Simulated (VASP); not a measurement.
A run of VASP 6.6.1 is set up as follows.

The input INCAR:

```
PREC = Accurate ; ENCUT = 600
EDIFF = 1E-8 ; ISMEAR = -1
SIGMA = 0.05 ; LREAL = F
LASPH = T ; NELM = 60
ALGO = Normal ; ISIF = 3
LWAVE = F ; LCHARG = F
IBRION = 6 ; NFREE = 2
POTIM = 0.015 ; NSW = 1
```

The input KPOINTS:

```
regular mesh
0
Gamma
  9 9 9
```

The input POSCAR:

```
Pt
1.0
   -1.5842200000      1.5842200000      1.5842200000
    1.5842200000     -1.5842200000      1.5842200000
    1.5842200000      1.5842200000     -1.5842200000
Pt
1
Direct
    0.0000000000      0.0000000000      0.0000000000
```

Potentials or basis: VASP PAW LDA potentials, release 64 (Pt).

Command:

```sh
$ cat potpaw_LDA.64/Pt/POTCAR > POTCAR
$ mpirun -np 1 vasp_std > vasp.out
```

(1) What does it give for the elastic constants C11, C12, C44?

(2) Predict the Voigt bulk modulus.

Results:

(1) 111, 278, 146 GPa.

(2) 222 GPa.

Caveat: the cell is under stress, which shifts elastic constants; the elastic tensor has a negative eigenvalue, so either the cell is unstable as it stands or the mesh is too thin.
